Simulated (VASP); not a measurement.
# SiC (P6_3mc) in VASP: a series of runs, part 2 of 2

VASP 6.6.1. The steps go on from the part before.

### Step 3. Single point, r2SCAN (strain -2.0%)

POSCAR

```
SiC
1.0
    3.0138491184      0.0000000000      0.0000000000
   -1.5069245592      2.6100698997      0.0000000000
    0.0000000000      0.0000000000      4.9471459332
Si C
2 2
Direct
    0.3333333333      0.6666666667     -0.0003531283
    0.6666666667      0.3333333333      0.4996468717
    0.3333333333      0.6666666667      0.3753531283
    0.6666666667      0.3333333333      0.8753531283
```

INCAR.step1

```
SYSTEM = SiC
PREC = Accurate ; ENCUT = 520
ISMEAR = 0 ; SIGMA = 0.01
LREAL = .False. ; LASPH = .True.
NELM = 80 ; NBANDS = 16
GGA = PE ; ALGO = Normal
EDIFF = 1E-4 ; LWAVE = .True.
LCHARG = .False.
```

INCAR.step2

```
SYSTEM = SiC
PREC = Accurate ; ENCUT = 520
EDIFF = 1E-6 ; ISMEAR = 0
SIGMA = 0.01 ; LREAL = .False.
LASPH = .True. ; NELM = 80
ALGO = Normal ; ISIF = 2
LWAVE = .False. ; LCHARG = .False.
METAGGA = R2SCAN ; LMIXTAU = .True.
NBANDS = 16 ; ISTART = 1
```

KPOINTS

```
Automatic mesh
0
Gamma
  12 12 6
  0 0 0
```

Potentials or basis: VASP PAW PBE potentials, release 64 (Si, C).

The run is started by

```console
cat potpaw_PBE.64/Si/POTCAR potpaw_PBE.64/C/POTCAR > POTCAR
cp INCAR.step1 INCAR
mpirun -np 1 vasp_std > vasp.out
cp INCAR.step2 INCAR
mpirun -np 1 vasp_std > vasp.out
```

OUTCAR:

```text
SYSTEM = SiC
   PREC = Accurate
   ENCUT = 520
   EDIFF = 1E-6
   ISMEAR = 0
   LREAL = .False.
   LASPH = .True.
   NELM = 80
   ISIF = 2
   METAGGA = R2SCAN
   ISTART = 1

 ion  position               nearest neighbor table
   1  0.333  0.667  1.000-   4 1.85   4 1.85   4 1.85   3 1.86   2 3.02   2 3.02   2 3.02   2 3.02
                             2 3.02   2 3.02
   2  0.667  0.333  0.500-   3 1.85   3 1.85   3 1.85   4 1.86   1 3.02   1 3.02   1 3.02   1 3.02
                             1 3.02   1 3.02
   3  0.333  0.667  0.375-   2 1.85   2 1.85   2 1.85   1 1.86
   4  0.667  0.333  0.875-   1 1.85   1 1.85   1 1.85   2 1.86
[... 662 lines left out ...]
  -------------------------------------------------------------------------------------
  Total        3.7389980      3.7389980      3.6571812      0.0000000      0.0000000      0.0000000
  in kB      153.9350244    153.9350244    150.5666169      0.0000000      0.0000000      0.0000000
  external PRESSURE =     152.8122219 kB  Pullay stress =       0.0000000 kB

 VOLUME and BASIS-vectors are now :
 -----------------------------------------------------------------------------
  energy-cutoff  :      520.00
  volume of cell :       38.92
      direct lattice vectors                 reciprocal lattice vectors
     3.013849118  0.000000000  0.000000000     0.331801613  0.191565751  0.000000000
    -1.506924559  2.610069900  0.000000000     0.000000000  0.383131502  0.000000000
     0.000000000  0.000000000  4.947145933     0.000000000  0.000000000  0.202136750

 POSITION                                       TOTAL-FORCE (eV/Angst)
 -----------------------------------------------------------------------------------
     -0.00000      1.74005      4.94540         0.000000      0.000000     -0.000329
      1.50692      0.87002      2.47183        -0.000000      0.000000     -0.000329
     -0.00000      1.74005      1.85693        -0.000000      0.000000      0.000329
      1.50692      0.87002      4.33050        -0.000000      0.000000      0.000329
 -----------------------------------------------------------------------------------
    total drift:                               -0.000000      0.000000      0.000323

  FREE ENERGIE OF THE ION-ELECTRON SYSTEM (eV)
  ---------------------------------------------------
  free  energy   TOTEN  =       -38.5280953293 eV

  energy  without entropy=      -38.5280953293  energy(sigma->0) =      -38.52809533
```

OUTCAR.step1:

```text
SYSTEM = SiC
   PREC = Accurate
   ENCUT = 520
   ISMEAR = 0
   LREAL = .False.
   LASPH = .True.
   NELM = 80
[... 689 lines left out ...]
      1.50692      0.87002      2.47183         0.000000      0.000000      0.003394
     -0.00000      1.74005      1.85693        -0.000000      0.000000     -0.003394
      1.50692      0.87002      4.33050         0.000000     -0.000000     -0.003394
 -----------------------------------------------------------------------------------
    total drift:                               -0.000000      0.000000      0.000152

  FREE ENERGIE OF THE ION-ELECTRON SYSTEM (eV)
  ---------------------------------------------------
  free  energy   TOTEN  =       -29.9384713631 eV

  energy  without entropy=      -29.9384713631  energy(sigma->0) =      -29.93847136
```

OSZICAR.step1:

```text
N       E                     dE             d eps       ncg     rms          rms(c)
DAV:   1     0.256920893914E+02    0.25692E+02   -0.71523E+03  2432   0.898E+02
DAV:   2    -0.315893275961E+02   -0.57281E+02   -0.52481E+02  3448   0.162E+02
DAV:   3    -0.340071437295E+02   -0.24178E+01   -0.24084E+01  3176   0.304E+01
DAV:   4    -0.340234023416E+02   -0.16259E-01   -0.16256E-01  3008   0.306E+00
DAV:   5    -0.340235494191E+02   -0.14708E-03   -0.14707E-03  3120   0.275E-01    0.134E+01
DAV:   6    -0.300704440178E+02    0.39531E+01   -0.68348E+00  3040   0.162E+01    0.618E+00
DAV:   7    -0.299577526478E+02    0.11269E+00   -0.12715E+00  3472   0.666E+00    0.262E+00
DAV:   8    -0.299398681956E+02    0.17884E-01   -0.53328E-02  2808   0.145E+00    0.672E-01
DAV:   9    -0.299381717921E+02    0.16964E-02   -0.77368E-03  3168   0.606E-01    0.118E-01
DAV:  10    -0.299384495378E+02   -0.27775E-03   -0.92282E-04  2960   0.178E-01    0.560E-02
DAV:  11    -0.299384713631E+02   -0.21825E-04   -0.69636E-05  1992   0.642E-02
   1 F= -.29938471E+02 E0= -.29938471E+02  d E =-.200284E-59
```

Wall time 55 s (1 thread of Intel Xeon 6975P-C (Granite Rapids), shared host); peak memory 0.18 GiB.

What came out:

```
Free energy            : -38.5281 eV
Pressure               : 15.3 GPa
Band gap on the k mesh : 2.56 eV, indirect (least direct gap 4.63 eV)
```

Levels at points of the mesh, in eV from the valence-band top:
```
           k point  band 4  band 5  band 6  band 7  band 8  band 9  band 10  band 11  band 12  band 13
(0.00, 0.00, 0.00)   -1.41   -1.41   -0.12    0.00    0.00    5.94     7.45     7.59     7.59     8.91
(0.50, 0.00, 0.00)   -6.70   -5.84   -3.60   -3.53   -1.27    3.35     4.74     7.90     7.96    11.42
(0.00, 0.00, 0.50)   -4.75   -0.76   -0.76   -0.76   -0.76    7.06     7.06     8.25     8.25     8.25
(0.50, 0.00, 0.50)   -8.83   -2.64   -2.64   -2.51   -2.51    3.87     3.87     6.09     6.09    11.56
```

Caveat: the cell differs from its parent crystal (strain -2.0%); the PAW data sets were made with another functional, which shifts forces and pressure a little.

### Step 4. Single point, r2SCAN

This run uses another cell than the first one, of 10.34 Å³/atom, 0.930 times its volume.

POSCAR

```
SiC
1.0
    3.0753562433      0.0000000000      0.0000000000
   -1.5376781217      2.6633366324      0.0000000000
    0.0000000000      0.0000000000      5.0481080951
Si C
2 2
Direct
    0.3333333333      0.6666666667     -0.0004084047
    0.6666666667      0.3333333333      0.4995915953
    0.3333333333      0.6666666667      0.3754084047
    0.6666666667      0.3333333333      0.8754084047
```

INCAR.step1

```
SYSTEM = SiC
ALGO     = Normal         ! electronic algorithm
EDIFF    = 1E-4           ! SCF threshold, eV
ENCUT    = 520            ! plane-wave cutoff, eV
GGA      = PE             ! functional
ISMEAR   = 0              ! smearing method
LASPH    = .True.         ! aspherical terms in the spheres
LCHARG   = .False.        ! write CHGCAR
LREAL    = .False.        ! projectors in reciprocal space
LWAVE    = .True.         ! write WAVECAR
NBANDS   = 16             ! bands
NELM     = 80             ! most SCF steps
PREC     = Accurate       ! precision mode
SIGMA    = 0.01           ! smearing width, eV
```

INCAR.step2

```
SYSTEM = SiC
ALGO     = Normal         ! electronic algorithm
EDIFF    = 1E-6           ! SCF threshold, eV
ENCUT    = 520            ! plane-wave cutoff, eV
ISIF     = 2              ! what is computed and relaxed
ISMEAR   = 0              ! smearing method
ISTART   = 1            
LASPH    = .True.         ! aspherical terms in the spheres
LCHARG   = .False.        ! write CHGCAR
LMIXTAU  = .True.       
LREAL    = .False.        ! projectors in reciprocal space
LWAVE    = .False.        ! write WAVECAR
METAGGA  = R2SCAN         ! meta-GGA
NBANDS   = 16             ! bands
NELM     = 80             ! most SCF steps
PREC     = Accurate       ! precision mode
SIGMA    = 0.01           ! smearing width, eV
```

KPOINTS

```
k-points
0
Gamma
  12 12 6
  0 0 0
```

The run is started by

```console
cat potpaw_PBE.64/Si/POTCAR potpaw_PBE.64/C/POTCAR > POTCAR
cp INCAR.step1 INCAR
mpirun -np 1 vasp_std > vasp.out
cp INCAR.step2 INCAR
mpirun -np 1 vasp_std > vasp.out
```

Wall time 54 s (1 thread of Intel Xeon 6975P-C (Granite Rapids), shared host); peak memory 0.18 GiB.

It converged, with:

```yaml
Free_energy: -38.6379 eV
Pressure: -0.2 GPa
Band_gap_on_the_k_mesh: 2.66 eV, indirect (least direct gap 4.48 eV)
```

Levels at points of the mesh, in eV from the valence-band top:
| k point | band 6 | band 7 | band 8 | band 9 | band 10 | band 11 |
| --- | --- | --- | --- | --- | --- | --- |
| (0.00, 0.00, 0.00) | -0.11 | 0.00 | 0.00 | 5.38 | 6.78 | 7.19 |
| (0.50, 0.00, 0.00) | -3.48 | -3.36 | -1.26 | 3.23 | 4.67 | 7.47 |
| (0.00, 0.00, 0.50) | -0.75 | -0.75 | -0.75 | 6.50 | 6.50 | 7.89 |
| (0.50, 0.00, 0.50) | -2.56 | -2.44 | -2.44 | 3.72 | 3.72 | 5.79 |

Caveat: the PAW data sets were made with another functional, which shifts forces and pressure a little. A k mesh can miss the band edges.

### Step 5. Summary

| level | cell | smearing | gap on the mesh (eV) | pressure (GPa) |
| --- | --- | --- | --- | --- |
| PBE | a = 3.198, b = 3.198, c = 5.017 Å, angles 90.0, 90.0, 120.0°, 4 atoms | fermi-dirac 0.02 eV | 2.20 | -10.6 |
| r2SCAN | a = 3.014, b = 3.014, c = 4.947 Å, angles 90.0, 90.0, 120.0°, 4 atoms | gaussian 0.01 eV | 2.56 | 15.3 |
| r2SCAN | a = 3.075, b = 3.075, c = 5.048 Å, angles 90.0, 90.0, 120.0°, 4 atoms | gaussian 0.01 eV | 2.66 | -0.2 |

Alike in all rows: task single point; potentials or basis VASP PAW PBE potentials, release 64 (Si, C); no spin polarisation; k mesh 12 × 12 × 6; cutoff (eV) 520.

Caveats: the PAW data sets were made with another functional, which shifts forces and pressure a little (some runs).

Absolute energies hang on the potentials; compare differences alone.
